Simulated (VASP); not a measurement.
A run of VASP 6.6.1 is set up as follows.

INCAR

```
SYSTEM = Sn
ALGO = Fast
EDIFF = 1E-6
ENCUT = 520
GGA = PE
ISIF = 2
ISMEAR = 0
IVDW = 12
LASPH = .True.
LCHARG = .False.
LREAL = .False.
LWAVE = .False.
NBANDS = 13
NELM = 80
PREC = Accurate
SIGMA = 0.15
```

KPOINTS

```
k-points
0
Gamma
  24 24 24
  0 0 0
```

File POSCAR:

```
Sn
1.0
   -1.8947590656      1.8949827914      2.1674907473
    1.8947590656     -1.8949827914      2.1674907473
    1.8947590656      1.8949827914     -2.1674907473
Sn
1
Direct
    0.0000000000      0.0000000000      0.0000000000
```

Potentials or basis: VASP PAW PBE potentials, release 64 (Sn_d).

Command:

```sh
$ cat potpaw_PBE.64/Sn_d/POTCAR > POTCAR
$ mpirun -np 1 vasp_std > vasp.out
```

Problem. Estimate the pressure.

Solution. -4.8 GPa.

Problem. Estimate the dispersion energy per atom.

Solution. -0.339 eV.

Problem. What does it give for the band gap on the k mesh?

Solution. Zero (bands 7 and 8 overlap by 8.48 eV).

Stress tensor (GPa, compression positive):
```
-5.06  0.00  0.00
 0.00 -5.07  0.00
 0.00  0.00 -4.30
```

Caveat: the cell differs from its parent crystal (strain +0.080 along x and y, +0.000 along z); the cell stands under tension; spin-orbit coupling is left out, which moves the levels of the heavy elements.
